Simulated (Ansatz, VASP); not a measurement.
CaSe in VASP and in Ansatz

File POSCAR:

```
CaSe
1.0
    0.0000000000      2.9675306064      2.9675306064
    2.9675306064      0.0000000000      2.9675306064
    2.9675306064      2.9675306064      0.0000000000
Ca Se
1 1
Direct
    0.0000000000      0.0000000000      0.0000000000
    0.5000000000      0.5000000000      0.5000000000
```

File INCAR.step1:

```
PREC = Accurate
ENCUT = 520
ISMEAR = 0
SIGMA = 0.01
LREAL = False
LASPH = True
NELM = 60
NBANDS = 15
GGA = PE
ALGO = Normal
EDIFF = 1E-4
LWAVE = True
LCHARG = False
```

The input INCAR.step2:

```
PREC = Accurate
ENCUT = 520
EDIFF = 1E-6
ISMEAR = 0
SIGMA = 0.01
LREAL = False
LASPH = True
NELM = 60
ALGO = Normal
ISIF = 2
LWAVE = False
LCHARG = False
METAGGA = R2SCAN
LMIXTAU = True
NBANDS = 15
ISTART = 1
```

The input KPOINTS:

```
regular mesh
0
Gamma
  8 8 8
```

Input for Ansatz:

```yaml
crystal:
  lattice:
    - [0.0, 2.9675306064, 2.9675306064]
    - [2.9675306064, 0.0, 2.9675306064]
    - [2.9675306064, 2.9675306064, 0.0]
  atoms:
    - { symbol: Ca, position: [0.0, 0.0, 0.0] }
    - { symbol: Se, position: [0.5, 0.5, 0.5] }
kpoints:
  mp_grid: { grid: [8, 8, 8] }
  band_path:
    path:
      - [0.0, 0.0, 0.0]
      - [0.5, 0.0, 0.5]
      - [0.625, 0.25, 0.625]
      - [0.375, 0.375, 0.75]
      - [0.5, 0.5, 0.5]
      - [0.5, 0.25, 0.75]
      - [0.0, 0.5, 0.5]
    npoints: 1
hamiltonian:
  xc: r2scan
scf:
  occupations: { method: fixed }
  n_extra_bands: 4
output:
  forces: true
  stress: true
  eigenvalues: true
  write_density: true
  write_potential: true
  elf: true
  volumetric_format: npy
```

Alike in both runs: task single point; functional r2SCAN; k mesh 8 × 8 × 8; no spin polarisation.

|  | VASP | Ansatz |
| --- | --- | --- |
| version | VASP 6.6.1 | Ansatz 0.2.0 |
| potentials or method | VASP PAW PBE potentials, release 64 (Ca_sv, Se) | plane waves, PAW |
| plane-wave cutoff (eV) | 520 | 500 |
| occupations | gaussian, width 0.01 eV | fixed |
| valence electrons in the cell | 16 | 26 |

Ansatz gave:

| Item | Value |
| --- | --- |
| gap on the k mesh at the Fermi level (eV) | 2.52 |
| pressure (GPa) | 0.0 |

Task: Estimate VASP's values.

Result: gap on the k mesh at the Fermi level (eV): 2.52; pressure (GPa): 0.2.

VASP's potentials were made for PBE, not for r2SCAN. VASP's potentials hold 16 valence electrons a cell and Ansatz's 26, so a difference there can come from the potentials and not from the codes.
